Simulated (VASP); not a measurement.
Set up this calculation in VASP 6.6.1, as the native input.

| Quantity | Value |
| --- | --- |
| Task | single point |
| Functional | r2SCAN |
| Potentials or basis | VASP PAW PBE potentials, release 64 (Si, C_h, N_h) |
| Cutoff | 910 eV |
| k mesh | 4 × 8 × 4 |
| Occupations | fermi-dirac, width 0.02 eV |
| Spin | no spin polarisation |
| Dipole correction | no |
| Further INCAR settings | ALGO = Normal; EDIFF = 1e-06; NBANDS = 45 |

Crystal: Si3C3N8.

```
Si C N
1.0
     7.11930    0.00000    0.04950
     0.00000    2.71061    0.00000
    -3.51705    0.00000    6.00449
Si C N
3 3 8
Direct
  0.57928 0.50000 0.81833
  0.83132 0.00000 0.23593
  0.78005 0.00000 0.59978
  0.22409 0.50000 0.40499
  0.18896 0.50000 0.77394
  0.39866 0.00000 0.17755
  0.31037 0.50000 0.64535
  0.63908 0.00000 0.31738
  0.72045 0.50000 0.68933
  0.65105 0.00000 0.96949
  0.05720 0.00000 0.70850
  0.99349 0.50000 0.29783
  0.30520 0.00000 0.33488
  0.32081 0.50000 0.02672
```

The input as run:

POSCAR

```
Si3C3N8
1.0
    7.1193023917      0.0000000000      0.0494991911
    0.0000000000      2.7106110899      0.0000000000
   -3.5170467072      0.0000000000      6.0044874316
Si C N
3 3 8
Direct
    0.5792750031      0.5000000000      0.8183318553
    0.8313249333      0.0000000000      0.2359270115
    0.7800495756      0.0000000000      0.5997805301
    0.2240873914      0.5000000000      0.4049915085
    0.1889581090      0.5000000000      0.7739386743
    0.3986603176      0.0000000000      0.1775485684
    0.3103687568      0.5000000000      0.6453467549
    0.6390777728      0.0000000000      0.3173800535
    0.7204487278      0.5000000000      0.6893281796
    0.6510506611      0.0000000000      0.9694925894
    0.0571997380      0.0000000000      0.7085028069
    0.9934892321      0.5000000000      0.2978323783
    0.3051969984      0.0000000000      0.3348781978
    0.3208127831      0.5000000000      0.0267208912
```

INCAR.step1

```
  PREC = Accurate
  ENCUT = 910
  ISMEAR = -1
  SIGMA = 0.02
  LREAL = False
  LASPH = True
  NELM = 120
  NBANDS = 45
  GGA = PE
  ALGO = Normal
  EDIFF = 1E-5
  LWAVE = True
  LCHARG = False
  GGA_COMPAT = False
```

INCAR.step2

```
  PREC = Accurate
  ENCUT = 910
  EDIFF = 1E-6
  ISMEAR = -1
  SIGMA = 0.02
  LREAL = False
  LASPH = True
  NELM = 120
  ALGO = Normal
  ISIF = 2
  LWAVE = False
  LCHARG = False
  METAGGA = R2SCAN
  LMIXTAU = True
  NBANDS = 45
  ISTART = 1
  GGA_COMPAT = False
```

KPOINTS

```
regular mesh
0
Gamma
  4 8 4
```

Potentials or basis: VASP PAW PBE potentials, release 64 (Si, C_h, N_h).

Launch:

```bash
$ cat potpaw_PBE.64/Si/POTCAR potpaw_PBE.64/C_h/POTCAR potpaw_PBE.64/N_h/POTCAR > POTCAR
$ cp INCAR.step1 INCAR
$ mpirun -np 1 vasp_std > vasp.out
$ cp INCAR.step2 INCAR
$ mpirun -np 1 vasp_std > vasp.out
```

It gave:

* Pressure: -0.6 GPa
* Largest force: 0.038 eV/Å
* Band gap on the k mesh: 2.52 eV (least direct gap 2.82 eV)

Caveat: the PAW data sets were made with another functional, which shifts forces and pressure a little.

It took 44 min on 1 thread of Intel(R) Xeon(R) Platinum 8488C (Sapphire Rapids), with other jobs on the host, peak memory 0.68 GiB.
